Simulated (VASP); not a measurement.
Write the native input for VASP 6.6.1 that does the following.

| Property | Result |
| --- | --- |
| Task | single point |
| Functional | PBEsol |
| Potentials or basis | VASP PAW PBE potentials, release 64 (Cd) |
| Cutoff | 520 eV |
| k mesh | 10 × 10 × 10 |
| Occupations | fermi-dirac, width 0.1 eV |
| Spin | no spin polarisation |
| Dipole correction | no |
| Further INCAR settings | ALGO = Normal; EDIFF = 1e-07; NBANDS = 19 |

The structure of Cd lies in POSCAR:

```
Cd
1.0
    0.0000000000      3.1325604724      3.1325604724
    3.1325604724      0.0000000000      3.1325604724
    3.1325604724      3.1325604724      0.0000000000
Cd
2
Direct
    0.1250000000      0.1250000000      0.1250000000
    0.8750000000      0.8750000000      0.8750000000
```

This isn't the form of Cd at room conditions, which is hcp.

These files were run (other wordings do the same):

INCAR

```
SYSTEM = Cd
ALGO     = Normal         ! electronic algorithm
EDIFF    = 1E-7           ! SCF threshold, eV
ENCUT    = 520            ! plane-wave cutoff, eV
GGA      = PS             ! functional
ISIF     = 2              ! what is computed and relaxed
ISMEAR   = -1             ! smearing method
LASPH    = .TRUE.         ! aspherical terms in the spheres
LCHARG   = .FALSE.        ! write CHGCAR
LREAL    = .FALSE.        ! projectors in reciprocal space
LWAVE    = .FALSE.        ! write WAVECAR
NBANDS   = 19             ! bands
NELM     = 60             ! most SCF steps
PREC     = Accurate       ! precision mode
SIGMA    = 0.1            ! smearing width, eV
```

KPOINTS

```
k-points
0
G
  10 10 10
  0 0 0
```

Potentials or basis: VASP PAW PBE potentials, release 64 (Cd).

The run is started by

```sh
$ cat potpaw_PBE.64/Cd/POTCAR > POTCAR
$ mpirun -np 1 vasp_std > vasp.out
```

It gave:

```json
{"Pressure": "2.9 GPa", "Band gap on the k mesh": "zero (bands 12 and 13 overlap by 5.75 eV)"}
```

Caveat: the PAW data sets were made with another functional, which shifts forces and pressure a little.

It took 41 s on 1 thread of Intel(R) Xeon(R) Platinum 8488C (Sapphire Rapids), on a shared host, peak memory 0.22 GiB.
